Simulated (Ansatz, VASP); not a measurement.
One calculation of Tc, two programs

INCAR

```
ALGO     = Normal         # electronic algorithm
EDIFF    = 1E-8           # SCF threshold, eV
ENCUT    = 520            # plane-wave cutoff, eV
GGA      = PS             # functional
ISIF     = 2              # what is computed and relaxed
ISMEAR   = -1             # smearing method
LASPH    = True           # aspherical terms in the spheres
LCHARG   = False          # write CHGCAR
LEFG     = True         
LREAL    = False          # projectors in reciprocal space
LWAVE    = False          # write WAVECAR
NBANDS   = 12             # bands
NELM     = 60             # most SCF steps
PREC     = Accurate       # precision mode
SIGMA    = 0.03           # smearing width, eV
```

KPOINTS

```
k-points
0
Gamma
  18 18 18
```

Contents of POSCAR:

```
Tc
1.0
    0.0000000000      1.9882450037      1.9882450037
    1.9882450037      0.0000000000      1.9882450037
    1.9882450037      1.9882450037      0.0000000000
Tc
1
Direct
    0.0000000000      0.0000000000      0.0000000000
```

Input for Ansatz:

```yaml
crystal:
  lattice:
    - [0.0, 1.9882450037, 1.9882450037]
    - [1.9882450037, 0.0, 1.9882450037]
    - [1.9882450037, 1.9882450037, 0.0]
  atoms:
    - { symbol: Tc, position: [0.0, 0.0, 0.0] }
kpoints:
  mp_grid: { grid: [18, 18, 18] }
scf:
  occupations: { method: fermi_dirac, width: 0.03 }
hamiltonian:
  xc: pbesol
  pseudopotentials: { kind: all_electron, datasets: crystal }
output:
  forces: true
  stress: true
  eigenvalues: true
  efg: { contact_densities: true }
```

Change from the starting cell: volume scaled by 1.06, crystal datasets.

Alike in both runs: task electric field gradients; functional PBEsol; k mesh 18 × 18 × 18; occupations fermi-dirac, width 0.03 eV; no spin polarisation.

```csv
,VASP,Ansatz
version,VASP 6.6.1,Ansatz 0.2.0
potentials or method,"VASP PAW PBE potentials, release 64 (Tc_pv), cutoff 520 eV","all-electron PAW with datasets made for the crystal, scalar-relativistic"
```

```csv
,VASP,Ansatz,Ansatz less VASP
pressure (GPa),-28.6,-28.1,+0.54
```

VASP's potentials were made for PBE, not for PBEsol. Both programs put the cell under strong tension, so it lies far from rest at this level. Ansatz ran all-electron here, and VASP with PAW potentials.
